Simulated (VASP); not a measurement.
Input of a VASP 6.6.1 run:

Contents of POSCAR:

```
SnO
1.0
    3.5793717692      0.0000000000      0.0000000000
    0.0000000000      3.5793717692      0.0000000000
    0.0000000000      0.0000000000      5.1138267401
Sn O
2 2
Direct
    0.0000000000      0.5000000000      0.2301408507
    0.5000000000      0.0000000000      0.7698591493
    0.5000000000      0.5000000000      0.0000000000
    0.0000000000      0.0000000000      0.0000000000
```

The input INCAR.step1:

```
SYSTEM = SnO
PREC = Accurate ; ENCUT = 520
ISMEAR = 0 ; SIGMA = 0.01
LREAL = .False. ; LASPH = .True.
NELM = 80 ; NBANDS = 28
GGA = PE ; ALGO = Normal
EDIFF = 1E-4 ; LWAVE = .True.
LCHARG = .False.
```

File INCAR.step2:

```
SYSTEM = SnO
PREC = Accurate ; ENCUT = 520
EDIFF = 1E-6 ; ISMEAR = 0
SIGMA = 0.01 ; LREAL = .False.
LASPH = .True. ; NELM = 80
ALGO = Normal ; ISIF = 2
LWAVE = .False. ; LCHARG = .False.
METAGGA = R2SCAN ; LMIXTAU = .True.
NBANDS = 28 ; ISTART = 1
```

Contents of KPOINTS:

```
Automatic mesh
0
Gamma
  10 10 8
  0 0 0
```

Potentials or basis: VASP PAW PBE potentials, release 64 (Sn_d, O).

Command:

```bash
$ cat potpaw_PBE.64/Sn_d/POTCAR potpaw_PBE.64/O/POTCAR > POTCAR
$ cp INCAR.step1 INCAR
$ mpirun -np 1 vasp_std > vasp.out
$ cp INCAR.step2 INCAR
$ mpirun -np 1 vasp_std > vasp.out
```

Q: What does it give for the band gap on the k mesh?

A: Zero (band 20 reaches 8.54 eV, above the bottom of band 21 at 8.40 eV).

Q: What does it give for the pressure?

A: 14.5 GPa.

Stress tensor (GPa, compression positive):
```
18.05  0.00  0.00
 0.00 18.05  0.00
 0.00  0.00  7.44
```

Caveat: the cell differs from its parent crystal (biaxial strain in the a-b plane: -6.0 %); the PAW data sets were made with another functional, which shifts forces and pressure a little; spin-orbit coupling is left out, which moves the levels of the heavy elements.
